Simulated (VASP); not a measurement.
Crystal: Ge.

```
CELL_PARAMETERS angstrom
1.39715 -2.60052 0.00000
1.39715 2.60052 0.00000
0.00000 0.00000 2.69823
ATOMIC_POSITIONS crystal
Ge 0.50000 0.50000 0.00000
```

Program: VASP 6.6.1. Alike in all runs: task single point; no spin polarisation; cell as given; k mesh 5 × 5 × 5, shifted; cutoff (eV) 520; smearing gaussian 0.01 eV.

Q: Order these runs on this cell by their pressure, lowest first.
A. level PBEsol; potentials or basis VASP PAW PBE potentials, release 64 (Ge_d)
B. level BLYP; potentials or basis VASP PAW PBE potentials, release 64 (Ge_d)
C. level LDA; potentials or basis VASP PAW LDA potentials, release 64 (Ge_d)

A: C (-7.0 GPa), A (-5.4 GPa), B (4.0 GPa).

Caveats: all runs use coarse meshes; the PAW data sets were made with another functional, which shifts forces and pressure a little (some runs).
